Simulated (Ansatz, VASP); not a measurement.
# Two plane-wave programs on Si3Mo

```
CELL_PARAMETERS angstrom
3.87203 0.00000 0.00000
0.00000 3.87203 0.00000
0.00000 0.00000 3.87203
ATOMIC_POSITIONS crystal
Si 0.00000 0.50000 0.50000
Si 0.50000 0.00000 0.50000
Si 0.50000 0.50000 0.00000
Mo 0.00000 0.00000 0.00000
```

Alike in both runs: task single point; functional PBE; k mesh 6 × 6 × 6; occupations gaussian, width 0.1 eV; no spin polarisation.

|  | VASP | Ansatz |
| --- | --- | --- |
| version | VASP 6.6.1 | Ansatz 0.2.0 |
| potentials or method | VASP PAW PBE potentials, release 64 (Si, Mo_sv), cutoff 520 eV | scalar-relativistic, plane waves, PAW |
| valence electrons in the cell | 26 | 26 |

VASP gave:

| Quantity | Value |
| --- | --- |
| gap on the k mesh at the Fermi level (eV) | none |
| pressure (GPa) | -5.9 |

Task: What did Ansatz give for the same quantities?

Result: gap on the k mesh at the Fermi level (eV): none; pressure (GPa): -6.0.

A gap of «none» marks a metal or a gap that the smearing closes. With one functional, cell and mesh, what is left measures potentials, basis and numerics.
